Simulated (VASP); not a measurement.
Crystal: TePb.

```
Pb Te
1.0
     0.00000    3.26784    3.26784
     3.26784    0.00000    3.26784
     3.26784    3.26784    0.00000
Pb Te
1 1
Direct
  0.00000 0.00000 0.00000
  0.50000 0.50000 0.50000
```

Base run:

```yaml
Program: VASP 6.6.1
Functional: PBE0
Potentials_or_basis: VASP PAW PBE potentials, release 64 (Pb_d, Te)
Cutoff: 520 eV
k_mesh: 4 × 4 × 4
Occupations: gaussian, width 0.01 eV
Spin: no spin polarisation
```

Its results: band gap on the k mesh 1.81 eV, direct; pressure -0.6 GPa.

**Question.** The run is repeated on the same cell with these changes: functional from PBE0 to r2SCAN. What comes out?

**Answer.** Band gap on the k mesh 1.09 eV, direct; pressure 0.0 GPa.

PBE0 gives the wider gap, since exact exchange removes part of the self-interaction.

Caveats: the PAW data sets were made with another functional, which shifts forces and pressure a little; spin-orbit coupling is left out, which moves the levels of the heavy elements.

A k mesh can miss the band edges.
